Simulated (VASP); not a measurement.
Input of a VASP 6.6.1 run:

Contents of INCAR:

```
PREC = Accurate ; ENCUT = 520
EDIFF = 1E-7 ; ISMEAR = -1
SIGMA = 0.15 ; LREAL = F
LASPH = T ; NELM = 60
ALGO = Fast ; ISIF = 2
LWAVE = F ; LCHARG = F
GGA = PE ; NBANDS = 44
```

The input KPOINTS:

```
Automatic mesh
0
Gamma
  10 10 8
```

Contents of POSCAR:

```
CoSn
1.0
    5.2874065272      0.0000000000      0.0000000000
   -2.6437032636      4.5790283727      0.0000000000
    0.0000000000      0.0000000000      4.2572263888
Co Sn
3 3
Direct
    0.0000000000      0.5000000000      0.0000000000
    0.5000000000      0.5000000000      0.0000000000
    0.5000000000      0.0000000000      0.0000000000
    0.6666666667      0.3333333333      0.5000000000
    0.3333333333      0.6666666667      0.5000000000
    0.0000000000      0.0000000000      0.0000000000
```

Potentials or basis: VASP PAW PBE potentials, release 64 (Co, Sn_d).

The run is started by

```bash
$ cat potpaw_PBE.64/Co/POTCAR potpaw_PBE.64/Sn_d/POTCAR > POTCAR
$ mpirun -np 1 vasp_std > vasp.out
```

(1) Predict the pressure.

Results:

(1) -0.1 GPa.
